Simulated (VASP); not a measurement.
# AlN: single point with r2SCAN

Crystal: AlN.

```xyz
8
Lattice="4.3680 0.0000 0.0000 0.0000 -4.3680 0.0000 0.0000 0.0000 -4.3680" Properties=species:S:1:pos:R:3 pbc="T T T"
Al   -0.0707   -2.2547   -2.1840
Al    2.1840    0.0000   -2.1840
Al    2.1840   -2.1840    0.0000
Al    0.0000    0.0000    0.0000
N     3.2760   -3.2760   -3.2760
N     1.0920   -1.0920   -3.2760
N     1.0920   -3.2760   -1.0920
N     3.2760   -1.0920   -1.0920
```

This cell differs from its parent crystal: atom 1 (Al) moved -0.100 Å along Cartesian [1 1 0].

```json
{"Program": "VASP 6.6.1", "Task": "single point", "Functional": "r2SCAN", "Potentials or basis": "VASP PAW PBE potentials, release 64 (Al, N)", "Cutoff": "520 eV", "k mesh": "6 × 6 × 6", "Occupations": "gaussian, width 0.05 eV", "Spin": "no spin polarisation"}
```

* Pressure: 0.2 GPa
* Largest force: 2.223 eV/Å
* Band gap on the k mesh: 3.56 eV

Forces on the atoms (eV/Å):
```
Al   1.559  1.559  0.285
Al  -0.362 -0.362 -0.007
Al  -0.359  0.252  0.007
Al   0.252 -0.359  0.007
N   -0.551 -0.551 -0.471
N   -0.324 -0.324  0.208
N   -0.120 -0.095 -0.015
N   -0.095 -0.120 -0.015
```

Stress tensor (GPa, compression positive):
```
0.12 0.42 1.24
0.42 0.12 1.24
1.24 1.24 0.47
```

Levels at points of the mesh, in eV from the valence-band top:
```csv
k point,band 12,band 13,band 14,band 15,band 16,band 17,band 18,band 19,band 20,band 21
"(0.00, 0.00, 0.00)",-1.85,-1.81,-0.14,-0.08,0.00,3.56,3.85,4.06,4.84,9.36
"(0.50, 0.00, 0.00)",-2.67,-1.28,-1.21,-0.96,-0.87,6.29,6.58,6.63,6.90,10.97
"(0.00, 0.00, 0.50)",-2.56,-1.08,-1.08,-1.07,-1.06,6.25,6.58,6.63,6.92,11.04
"(0.50, 0.50, 0.00)",-2.29,-0.70,-0.62,-0.60,-0.53,8.18,8.51,8.52,8.83,9.96
"(0.00, 0.50, 0.50)",-2.38,-0.84,-0.72,-0.52,-0.39,8.19,8.50,8.54,8.80,9.89
"(0.50, 0.50, 0.50)",-0.66,-0.50,-0.45,-0.45,-0.29,8.02,8.10,8.12,8.18,10.40
```

Run time: 5.7 min on 1 thread of Intel Xeon 8259CL, on a shared host, peak memory 0.25 GiB.

Caveat: the cell differs from its parent crystal (atom 1 (Al) moved -0.100 Å along Cartesian [1 1 0]); the PAW data sets were made with another functional, which shifts forces and pressure a little.
